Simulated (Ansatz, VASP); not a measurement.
**Two plane-wave programs on Mg**

```
Mg
1.0
     3.20930    0.00000    0.00000
    -1.60465    2.77934    0.00000
     0.00000    0.00000    5.21030
Mg
2
Direct
  0.33333 0.66667 0.25000
  0.66667 0.33333 0.75000
```

Alike in both runs: task relaxation of cell and atoms; functional PBE; k mesh 16 × 16 × 10; occupations gaussian, width 0.05 eV; no spin polarisation.

|  | VASP | Ansatz |
| --- | --- | --- |
| version | VASP 6.6.1 | Ansatz 0.2.0 |
| potentials or method | VASP PAW PBE potentials, release 64 (Mg), cutoff 600 eV | scalar-relativistic, plane waves, PAW |
| valence electrons in the cell | 4 | 20 |

```tsv
	VASP	Ansatz	Ansatz less VASP
gap on the k mesh at the Fermi level, each at its own relaxed structure (eV)	none	none	-
relaxed volume (Å³/atom)	22.87	22.95	+0.076
relaxed cell length with the largest relative difference (Å)	3.193	3.197	+0.0040
```

A gap of «none» marks a metal or a gap that the smearing closes. VASP's potentials hold 4 valence electrons a cell and Ansatz's 20, so a difference there can come from the potentials and not from the codes.
